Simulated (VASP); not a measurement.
Write the native input for VASP 6.6.1 that does the following.

```yaml
Task: single point
Functional: PBE
Potentials_or_basis: VASP PAW PBE potentials, release 64 (Mn_pv, Sb)
Cutoff: 520 eV
k_mesh: 6 × 6 × 4
Occupations: fermi-dirac, width 0.1 eV
Spin: non-collinear spin, typed start, spin-orbit coupling
Starting_moments: "[[4.0, 0.0, 0.0], [4.0, 0.0, 0.0], [0.0, 0.0, 0.0], [0.0, 0.0, 0.0]] μB"
Dipole_correction: no
Further_INCAR_settings: ALGO = Normal; EDIFF = 1e-06; NBANDS = 50
```

The structure of MnSb lies in POSCAR:

```
MnSb
1.0
    4.1300000000      0.0000000000      0.0000000000
   -2.0650000000      3.5766849176      0.0000000000
    0.0000000000      0.0000000000      5.7900000000
Mn Sb
2 2
Direct
    0.0000000000      0.0000000000      0.0000000000
    0.0000000000      0.0000000000      0.5000000000
    0.3333333333      0.6666666667      0.2500000000
    0.6666666667      0.3333333333      0.7500000000
```

The input as run:

INCAR

```
ALGO     = Normal         # electronic algorithm
EDIFF    = 1E-6           # SCF threshold, eV
ENCUT    = 520            # plane-wave cutoff, eV
GGA      = PE             # functional
GGA_COMPAT= False        
ISIF     = 2              # what is computed and relaxed
ISMEAR   = -1             # smearing method
LASPH    = True           # aspherical terms in the spheres
LCHARG   = False          # write CHGCAR
LMAXMIX  = 4              # l up to which the mixer works
LNONCOLLINEAR= True           # non-collinear magnetism
LORBIT   = 11             # projections on sites
LORBMOM  = True         
LREAL    = False          # projectors in reciprocal space
LSORBIT  = True           # spin-orbit coupling
LUSENCCL = False        
LWAVE    = False          # write WAVECAR
MAGMOM   = 4 0 0 4 0 0 0 0 0 0 0 0 # initial moments
NBANDS   = 50             # bands
NELM     = 150            # most SCF steps
PREC     = Accurate       # precision mode
SIGMA    = 0.1            # smearing width, eV
```

KPOINTS

```
k-points
0
Gamma
  6 6 4
```

Potentials or basis: VASP PAW PBE potentials, release 64 (Mn_pv, Sb).

Run with:

```console
$ cat potpaw_PBE.64/Mn_pv/POTCAR potpaw_PBE.64/Sb/POTCAR > POTCAR
$ mpirun -np 1 vasp_ncl > vasp.out
```

It gave:

* Pressure: -2.7 GPa
* Net moment: 6.67 μB per cell
* Valence electrons inside the program's atomic spheres: Mn 11.52; Sb 2.45

It used 420 s of CPU time on 1 × NVIDIA H100 80GB with 1 thread of AMD EPYC 7R13 Processor (Zen 3), with other jobs on the host.
